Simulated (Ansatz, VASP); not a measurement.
# Two plane-wave programs on Fe

```xyz
2
Lattice="0.0000 2.5011 2.5011 2.5011 0.0000 2.5011 2.5011 2.5011 0.0000" Properties=species:S:1:pos:R:3 pbc="T T T"
Fe    0.6253    0.6253    0.6253
Fe    4.3770    4.3770    4.3770
```

Alike in both runs: task single point; functional PBE; k mesh 13 × 13 × 13; occupations fermi-dirac, width 0.1 eV; no spin polarisation.

```csv
,VASP,Ansatz
version,VASP 6.6.1,Ansatz 0.2.0
potentials or method,"VASP PAW PBE potentials, release 64 (Fe), cutoff 520 eV","plane waves (420 eV) with PAW, scalar-relativistic"
valence electrons in the cell,16,32
```

```tsv
	VASP	Ansatz	Ansatz less VASP
pressure (GPa)	-10.8	-10.0	+0.82
```

The functional is the same, so the differences come from potentials, cutoffs and numerics. VASP's potentials hold 16 valence electrons a cell and Ansatz's 32, so a difference there can come from the potentials and not from the codes.
